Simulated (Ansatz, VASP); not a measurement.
## Ga2O3: VASP beside Ansatz

Contents of INCAR:

```
SYSTEM = Ga2O3
PREC = Accurate
ENCUT = 520
EDIFF = 1E-6
ISMEAR = -1
SIGMA = 0.02
LREAL = .FALSE.
LASPH = .TRUE.
NELM = 60
ALGO = Normal
ISIF = 2
LWAVE = .FALSE.
LCHARG = .FALSE.
GGA = PE
NBANDS = 55
```

Contents of KPOINTS:

```
regular mesh
0
G
  6 6 6
  0 0 0
```

The input POSCAR:

```
Ga2O3
1.0
    2.4922597440      1.4389068341      4.3910311394
   -2.4922597440      1.4389068341      4.3910311394
    0.0000000000     -2.8778136682      4.3910311394
Ga O
4 6
Direct
    0.8562031121      0.8562031121      0.8562031121
    0.3562031121      0.3562031121      0.3562031121
    0.1437968879      0.1437968879      0.1437968879
    0.6437968879      0.6437968879      0.6437968879
    0.4466706188      0.0533293812      0.7500000000
    0.0533293812      0.7500000000      0.4466706188
    0.5533293812      0.9466706188      0.2500000000
    0.2500000000      0.5533293812      0.9466706188
    0.9466706188      0.2500000000      0.5533293812
    0.7500000000      0.4466706188      0.0533293812
```

Input for Ansatz:

```yaml
crystal:
  lattice:
    - [2.492259744, 1.4389068341, 4.3910311394]
    - [-2.492259744, 1.4389068341, 4.3910311394]
    - [0.0, -2.8778136682, 4.3910311394]
  atoms:
    - { symbol: Ga, position: [0.8562031121, 0.8562031121, 0.8562031121] }
    - { symbol: Ga, position: [0.3562031121, 0.3562031121, 0.3562031121] }
    - { symbol: Ga, position: [0.1437968879, 0.1437968879, 0.1437968879] }
    - { symbol: Ga, position: [0.6437968879, 0.6437968879, 0.6437968879] }
    - { symbol: O, position: [0.4466706188, 0.0533293812, 0.75] }
    - { symbol: O, position: [0.0533293812, 0.75, 0.4466706188] }
    - { symbol: O, position: [0.5533293812, 0.9466706188, 0.25] }
    - { symbol: O, position: [0.25, 0.5533293812, 0.9466706188] }
    - { symbol: O, position: [0.9466706188, 0.25, 0.5533293812] }
    - { symbol: O, position: [0.75, 0.4466706188, 0.0533293812] }
kpoints:
  mp_grid: { grid: [6, 6, 6] }
  band_path:
    path:
      - [0.0, 0.0, 0.0]
      - [0.5, 0.5, 0.5]
      - [0.764580087, 0.235419913, 0.5]
      - [0.5, -0.235419913, 0.235419913]
      - [0.5, 0.0, 0.0]
      - [0.3677099565, -0.3677099565, 0.0]
      - [0.6322900435, 0.0, 0.3677099565]
      - [0.5, 0.0, 0.5]
      - [0.0, 0.161458, -0.166667]
    npoints: 1
hamiltonian:
  xc: pbe
scf:
  occupations: { method: fermi_dirac, width: 0.02 }
  n_extra_bands: 6
output:
  forces: true
  stress: true
  eigenvalues: true
```

Change from the starting cell: uniaxial_z strain -2.0%.

Alike in both runs: task single point; functional PBE; k mesh 6 × 6 × 6; occupations fermi-dirac, width 0.02 eV; no spin polarisation.

|  | VASP | Ansatz |
| --- | --- | --- |
| version | VASP 6.6.1 | Ansatz 0.2.0 |
| potentials or method | VASP PAW PBE potentials, release 64 (Ga_d, O) | plane waves, PAW |
| plane-wave cutoff (eV) | 520 | 420 |
| valence electrons in the cell | 88 | 88 |

Ansatz gave:

```
gap on the k mesh at the Fermi level (eV)                     : 3.03
pressure (GPa)                                                : 14.1
traceless stress, the component that is largest in VASP (GPa) : 2.12
rms of the force components (eV/Å)                            : 0.027
```

**Question.** What did VASP give for the same quantities?

**Answer.** gap on the k mesh at the Fermi level (eV): 3.02; pressure (GPa): 15.2; traceless stress, the component that is largest in VASP (GPa): 2.02; rms of the force components (eV/Å): 0.035.

Atom by atom the forces differ by 0.010 eV/Å (rms over components). With one functional, cell and mesh, what is left measures potentials, basis and numerics.
